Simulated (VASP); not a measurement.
# BN (P6_3/mmc) in VASP: further runs

The runs below take BN through single point, relaxation of cell and atoms, with PBEsol.

Program: VASP 6.6.1. These are calculated values, not measurements. Logs are shortened: lines on timing, memory, paths and dates and some standing lists are left out, and cuts for length are marked.

## 1. The cell of the first run

It takes space group P6_3/mmc (No. 194, hexagonal). The conventional cell has a = 2.490 Å, b = 2.490 Å, c = 5.803 Å, α = 90.00°, β = 90.00°, γ = 120.00°. B (site symmetry -6m2) has 3 N at 1.44 Å within 1.9 Å. Within 1.9 Å of N (site symmetry -6m2) lie 3 B at 1.44 Å.

## 2. Single point, PBEsol

INCAR reads:

```
SYSTEM = BN
  PREC = Accurate
  ENCUT = 520
  EDIFF = 1E-7
  ISMEAR = 0
  SIGMA = 0.01
  LREAL = .False.
  LASPH = .True.
  NELM = 100
  ALGO = Normal
  ISIF = 2
  LWAVE = .False.
  LCHARG = .False.
  GGA = PS
  NBANDS = 16
```

KPOINTS reads:

```
regular mesh
0
Gamma
  12 12 4
  0 0 0
```

POSCAR reads:

```
BN
1.0
    2.4901110406      0.0000000000      0.0000000000
   -1.2450555203      2.1564994194      0.0000000000
    0.0000000000      0.0000000000      5.8032738657
B N
2 2
Direct
    0.3333333333      0.6666666667      0.2500000000
    0.6666666667      0.3333333333      0.7500000000
    0.3333333333      0.6666666667      0.7500000000
    0.6666666667      0.3333333333      0.2500000000
```

Potentials or basis: VASP PAW PBE potentials, release 64 (B, N).

Launch:

```sh
$ cat potpaw_PBE.64/B/POTCAR potpaw_PBE.64/N/POTCAR > POTCAR
$ mpirun -np 1 vasp_std > vasp.out
```

OUTCAR:

```text
SYSTEM = BN
   PREC = Accurate
   ENCUT = 520
   EDIFF = 1E-7
   ISMEAR = 0
   LREAL = .False.
   LASPH = .True.
   NELM = 100
   ISIF = 2
   GGA = PS

 ion  position               nearest neighbor table
   1  0.333  0.667  0.250-   4 1.44   4 1.44   4 1.44
   2  0.667  0.333  0.750-   3 1.44   3 1.44   3 1.44
   3  0.333  0.667  0.750-   2 1.44   2 1.44   2 1.44
   4  0.667  0.333  0.250-   1 1.44   1 1.44   1 1.44

  LATTYP: Found a hexagonal cell.
 ALAT       =     2.4901110406
 C/A-ratio  =     2.3305281456

  Lattice vectors:

 A1 = (   2.4901110406,   0.0000000000,   0.0000000000)
 A2 = (  -1.2450555203,   2.1564994194,   0.0000000000)
 A3 = (   0.0000000000,   0.0000000000,   5.8032738657)

Analysis of symmetry for initial positions (statically):
=====================================================================
 Subroutine PRICEL returns:
 Original cell was already a primitive cell.

 Routine SETGRP: Setting up the symmetry group for a
 hexagonal supercell.

 Subroutine GETGRP returns: Found 24 space group operations
 (whereof 12 operations were pure point group operations)
 out of a pool of 24 trial point group operations.

The static configuration has the point symmetry D_3d.
 The point group associated with its full space group is D_6h.

Analysis of symmetry for dynamics (positions and initial velocities):
=====================================================================
 Subroutine PRICEL returns:
 Original cell was already a primitive cell.

 Routine SETGRP: Setting up the symmetry group for a
 hexagonal supercell.

 Subroutine GETGRP returns: Found 24 space group operations
 (whereof 12 operations were pure point group operations)
 out of a pool of 24 trial point group operations.

The dynamic configuration has the point symmetry D_3d.
 The point group associated with its full space group is D_6h.

 Subroutine INISYM returns: Found 24 space group operations
 (whereof 12 operations are pure point group operations),
 and found     1 'primitive' translations

----------------------------------------------------------------------------------------

                                     Primitive cell

  volume of cell :      31.1631

  direct lattice vectors                    reciprocal lattice vectors
     2.490111041  0.000000000  0.000000000     0.401588517  0.231857238  0.000000000
    -1.245055520  2.156499419  0.000000000     0.000000000  0.463714477  0.000000000
     0.000000000  0.000000000  5.803273866     0.000000000  0.000000000  0.172316527

  length of vectors
     2.490111041  2.490111041  5.803273866     0.463714477  0.463714477  0.172316527

  position of ions in fractional coordinates (direct lattice)
     0.333333333  0.666666667  0.250000000
     0.666666667  0.333333333  0.750000000
     0.333333333  0.666666667  0.750000000
     0.666666667  0.333333333  0.250000000

  ion indices of the primitive-cell ions
   primitive index   ion index
                 1           1
                 2           2
                 3           3
                 4           4

----------------------------------------------------------------------------------------

 KPOINTS: regular mesh

Automatic generation of k-mesh.
 Grid dimensions read from file:
 generate k-points for:   12   12    4

 Generating k-lattice:

  Cartesian coordinates                     Fractional coordinates (reciprocal lattice)
     0.033465710  0.019321437  0.000000000     0.083333333  0.000000000  0.000000000
     0.000000000  0.038642873  0.000000000     0.000000000  0.083333333  0.000000000
     0.000000000  0.000000000  0.043079132     0.000000000  0.000000000  0.250000000

  Length of vectors
     0.038642873  0.038642873  0.043079132

  Shift w.r.t. Gamma in fractional coordinates (k-lattice)
     0.000000000  0.000000000  0.000000000

 Subroutine IBZKPT returns following result:
 ===========================================

 Found     57 irreducible k-points:

 Following reciprocal coordinates:
            Coordinates               Weight
  0.000000  0.000000  0.000000      1.000000
  0.083333  0.000000  0.000000      6.000000
  0.166667 -0.000000  0.000000      6.000000
  0.250000  0.000000  0.000000      6.000000
  0.333333  0.000000  0.000000      6.000000
  0.416667  0.000000  0.000000      6.000000
[... 16 lines left out ...]
  0.250000  0.000000  0.250000     12.000000
  0.333333  0.000000  0.250000     12.000000
 [... further k-points ...]
   k-points           NKPTS =     57   k-points in BZ     NKDIM =     57   number of bands    NBANDS=     16
   number of dos      NEDOS =    301   number of ions     NIONS =      4
   total plane-waves  NPLWV =  19200
   dimension x,y,z NGX =    20 NGY =   20 NGZ =   48
   dimension x,y,z NGXF=    40 NGYF=   40 NGZF=   96
   ions per type =               2   2
   NGX,Y,Z   is equivalent  to a cutoff of  13.35, 13.35, 13.75 a.u.
   NGXF,Y,Z  is equivalent  to a cutoff of  26.70, 26.70, 27.50 a.u.
 SYSTEM =  BN
   PREC   = accura    normal or accurate (medium, high low for compatibility)
   ISTART =      0    job   : 0-new  1-cont  2-samecut
   ICHARG =      2    charge: 1-file 2-atom 10-const
   ISPIN  =      1    spin polarized calculation?
   LNONCOLLINEAR =      F non collinear calculations
   LSORBIT =      F    spin-orbit coupling
   LASPH  =      T    aspherical Exc in radial PAW
   ENCUT  =  520.0 eV  38.22 Ry    6.18 a.u.   4.63  4.63 10.79*2*pi/ulx,y,z
   NELM   =    100;   NELMIN=  2; NELMDL= -5     # of ELM steps
   EDIFF  = 0.1E-06   stopping-criterion for ELM
   LREAL  =      F    real-space projection
   EDIFFG = 0.1E-05   stopping-criterion for IOM
   NSW    =      0    number of steps for IOM
   IBRION =     -1    ionic relax: 0-MD 1-quasi-New 2-CG
   NFREE  =      0    steps in history (QN), initial steepest desc. (CG)
   ISIF   =      2    stress and relaxation
   ISYM   =      2    0-nonsym 1-usesym 2-fastsym
   POTIM  = 0.5000    time-step for ionic-motion
   TEBEG  =    0.0;   TEEND  =   0.0 temperature during run
   PSTRESS=    0.0 pullay stress
   NELECT =      16.0000    total number of electrons
   NUPDOWN=      -1.0000    fix difference up-down
   EMIN   =  10.00;   EMAX   =-10.00  energy-range for DOS
   EFERMI =   0.00;   METHOD = LEGACY
   ISMEAR =     0;   SIGMA  =   0.01  broadening in eV -4-tet -1-fermi 0-gaus
   EFERMI_NEDOS =   21; number of points for ismear=-14 and -15
   IALGO  =     38    algorithm
   IMIX   =      4    mixing-type and parameters
     AMIX     =   0.40;   BMIX     =  1.00
     AMIX_MAG =   1.60;   BMIX_MAG =  1.00
  volume/ion in A,a.u.               =       7.79        52.57
  Fermi-wavevector in a.u.,A,eV,Ry     =   1.310895  2.477232 23.380860  1.718445
  Thomas-Fermi vector in A             =   2.441394
   LORBIT       =      0    0 simple, 1 ext, 2 COOP (PROOUT), +10 PAW based schemes
   GGA     = PS    functional components
   LHFCALC =     F    Hartree Fock is set to
   AEXX    =    0.0000 exact exchange contribution
   IVDW    =     0    specifies the selected vdW correction
   LEPSILON=     F    determine dielectric tensor
   LRPA    =     F    only Hartree local field effects (RPA)
 non-spin polarized calculation
 Gauss-broadening in eV      SIGMA  =   0.01
  energy-cutoff  :      520.00
  volume of cell :       31.16
 maximum number of plane-waves:       852
 NGX is ok and might be reduce to    20
   NGX =  9   NGY =  9   NGZ = 21

 number of electron      15.9999997 magnetization

 Free energy of the ion-electron system (eV)
  ---------------------------------------------------
  ext. energy  EPLUGINS =         0.00000000
  ---------------------------------------------------
  free energy    TOTEN  =       -36.45205118 eV

  energy without entropy =      -36.45205118  energy(sigma->0) =      -36.45205118

 E-fermi :   3.6658     XC(G=0): -11.2274

 val. band max:        3.5338593418   @ k =   0.3333   0.2500   0.0000
 cond. band min:       7.5262744721   @ k =   0.5000   0.0000   0.2500
 fundamental gap:      3.9924151303
 Fermi energy:         3.6657718861

 k-point     1 :       0.0000    0.0000    0.0000
  band No.  band energies     occupation
      1     -14.6611      2.00000
      2     -13.8817      2.00000
      3      -3.6768      2.00000
      4       0.2763      2.00000
      5       2.1255      2.00000
      6       2.1255      2.00000
[... 8 lines left out ...]
     15      16.4058      0.00000
     16      16.6094      0.00000

 k-point     2 :       0.0833    0.0000    0.0000
  band No.  band energies     occupation
      1     -14.5199      2.00000
      2     -13.7509      2.00000
      3      -3.4848      2.00000
      4       0.4378      2.00000
      5       1.5539      2.00000
      6       1.6929      2.00000
[... 8 lines left out ...]
     15      16.0304      0.00000
     16      16.8580      0.00000

 k-point     3 :       0.1667   -0.0000    0.0000
  band No.  band energies     occupation
      1     -14.1029      2.00000
      2     -13.3664      2.00000
      3      -2.9148      2.00000
      4       0.1029      2.00000
      5       0.2784      2.00000
      6       0.9098      2.00000
[... 8 lines left out ...]
     15      17.5451      0.00000
     16      17.9197      0.00000

 k-point     4 :       0.2500    0.0000    0.0000
  band No.  band energies     occupation
      1     -13.4345      2.00000
      2     -12.7570      2.00000
      3      -1.9892      2.00000
      4      -1.7420      2.00000
      5      -1.5112      2.00000
      6       0.4364      2.00000
[... 8 lines left out ...]
     15      19.5666      0.00000
     16      19.8496      0.00000

 k-point     5 :       0.3333    0.0000    0.0000
  band No.  band energies     occupation
      1     -12.5763      2.00000
      2     -11.9981      2.00000
      3      -3.5762      2.00000
      4      -3.3049      2.00000
      5      -0.7656      2.00000
      6      -0.2110      2.00000
[... 8 lines left out ...]
     15      19.9036      0.00000
     16      22.1672      0.00000

 k-point     6 :       0.4167    0.0000    0.0000
  band No.  band energies     occupation
      1     -11.6882      2.00000
      2     -11.2877      2.00000
      3      -5.0206      2.00000
      4      -4.7743      2.00000
      5      -0.6344      2.00000
      6      -0.4256      2.00000
[... 8 lines left out ...]
     15      19.2606      0.00000
     16      24.4295      0.00000

 k-point     7 :       0.5000    0.0000    0.0000
  band No.  band energies     occupation
      1     -11.2082      2.00000
      2     -11.0119      2.00000
      3      -5.5844      2.00000
      4      -5.4214      2.00000
      5      -0.7807      2.00000
      6      -0.5695      2.00000
[... 8 lines left out ...]
     15      19.0436      0.00000
     16      25.1295      0.00000

 k-point     8 :       0.0833    0.0833    0.0000
  band No.  band energies     occupation
      1     -14.2407      2.00000
      2     -13.4931      2.00000
      3      -3.1037      2.00000
      4       0.6295      2.00000
      5       0.7507      2.00000
      6       0.7548      2.00000
[... 8 lines left out ...]
     15      16.8620      0.00000
     16      17.8921      0.00000

 k-point     9 :       0.1667    0.0833    0.0000
  band No.  band energies     occupation
      1     -13.6968      2.00000
      2     -12.9946      2.00000
      3      -2.3548      2.00000
      4      -0.9020      2.00000
      5      -0.7393      2.00000
      6       0.5042      2.00000
[... 8 lines left out ...]
     15      18.4442      0.00000
     16      19.7036      0.00000
[... 172 lines left out ...]
 k-point    19 :       0.3333    0.3333    0.0000
  band No.  band energies     occupation
      1     -10.4974      2.00000
      2     -10.4974      2.00000
      3      -4.8142      2.00000
      4      -4.3743      2.00000
      5      -3.6900      2.00000
      6      -3.6900      2.00000
[... 8 lines left out ...]
     15      21.9344      0.00000
     16      21.9399      0.00000

 k-point    20 :       0.0000    0.0000    0.2500
  band No.  band energies     occupation
      1     -14.5605      2.00000
      2     -14.0119      2.00000
      3      -3.2070      2.00000
      4      -0.4873      2.00000
      5       2.1445      2.00000
      6       2.1445      2.00000
[... 8 lines left out ...]
     15      16.4817      0.00000
     16      16.5937      0.00000

 k-point    21 :       0.0833    0.0000    0.2500
  band No.  band energies     occupation
      1     -14.4205      2.00000
      2     -13.8793      2.00000
      3      -3.0194      2.00000
      4      -0.3240      2.00000
      5       1.5773      2.00000
      6       1.6822      2.00000
[... 8 lines left out ...]
     15      16.1393      0.00000
     16      16.7229      0.00000

 k-point    22 :       0.1667   -0.0000    0.2500
  band No.  band energies     occupation
      1     -14.0071      2.00000
      2     -13.4886      2.00000
      3      -2.4663      2.00000
      4       0.0097      2.00000
      5       0.1424      2.00000
      6       0.4289      2.00000
[... 8 lines left out ...]
     15      17.4497      0.00000
     16      17.4955      0.00000

 k-point    23 :       0.2500    0.0000    0.2500
  band No.  band energies     occupation
      1     -13.3455      2.00000
      2     -12.8681      2.00000
      3      -1.8512      2.00000
      4      -1.5689      2.00000
      5      -1.4024      2.00000
      6       0.4633      2.00000
[... 8 lines left out ...]
     15      19.6014      0.00000
     16      19.8004      0.00000

 k-point    24 :       0.3333    0.0000    0.2500
  band No.  band energies     occupation
      1     -12.4987      2.00000
      2     -12.0908      2.00000
      3      -3.5573      2.00000
      4      -3.3602      2.00000
      5      -0.3335      2.00000
      6      -0.1821      2.00000
[... 8 lines left out ...]
     15      21.0612      0.00000
     16      22.1864      0.00000

 [... further k-points ...]
[... 5 lines left out ...]
  --------------------------------------------------------------------------------------
  -------------------------------------------------------------------------------------
  Total        1.6751514      1.6751514      1.5187559     -0.0000000     -0.0000000      0.0000000
  in kB       86.1238675     86.1238675     78.0831708     -0.0000000     -0.0000000      0.0000000
  external PRESSURE =      83.4436353 kB  Pullay stress =       0.0000000 kB

 VOLUME and BASIS-vectors are now :
 -----------------------------------------------------------------------------
  energy-cutoff  :      520.00
  volume of cell :       31.16
      direct lattice vectors                 reciprocal lattice vectors
     2.490111041  0.000000000  0.000000000     0.401588517  0.231857238  0.000000000
    -1.245055520  2.156499419  0.000000000     0.000000000  0.463714477  0.000000000
     0.000000000  0.000000000  5.803273866     0.000000000  0.000000000  0.172316527

 POSITION                                       TOTAL-FORCE (eV/Angst)
 -----------------------------------------------------------------------------------
     -0.00000      1.43767      1.45082        -0.000000      0.000000      0.000000
      1.24506      0.71883      4.35246         0.000000     -0.000000      0.000000
     -0.00000      1.43767      4.35246         0.000000     -0.000000      0.000000
      1.24506      0.71883      1.45082         0.000000      0.000000      0.000000
 -----------------------------------------------------------------------------------
    total drift:                                0.000000     -0.000000      0.000000

  FREE ENERGIE OF THE ION-ELECTRON SYSTEM (eV)
  ---------------------------------------------------
  free  energy   TOTEN  =       -36.4520511841 eV

  energy  without entropy=      -36.4520511841  energy(sigma->0) =      -36.45205118
```

Run time: 19 s. Hardware: 1 thread of Intel Xeon Platinum 8488C (Sapphire Rapids), shared host; peak memory 0.15 GiB.

Results:

| Item | Value |
| --- | --- |
| Free energy | -36.4521 eV |
| Pressure | 8.3 GPa |
| Band gap on the k mesh | 3.99 eV (least direct gap 4.24 eV) |

Stress tensor (GPa, compression positive):
```
8.61 0.00 0.00
0.00 8.61 0.00
0.00 0.00 7.81
```

Caveat: the cell stands under pressure; the PAW data sets were made with another functional, which shifts forces and pressure a little.

(Part 1 of 2 ends here.)
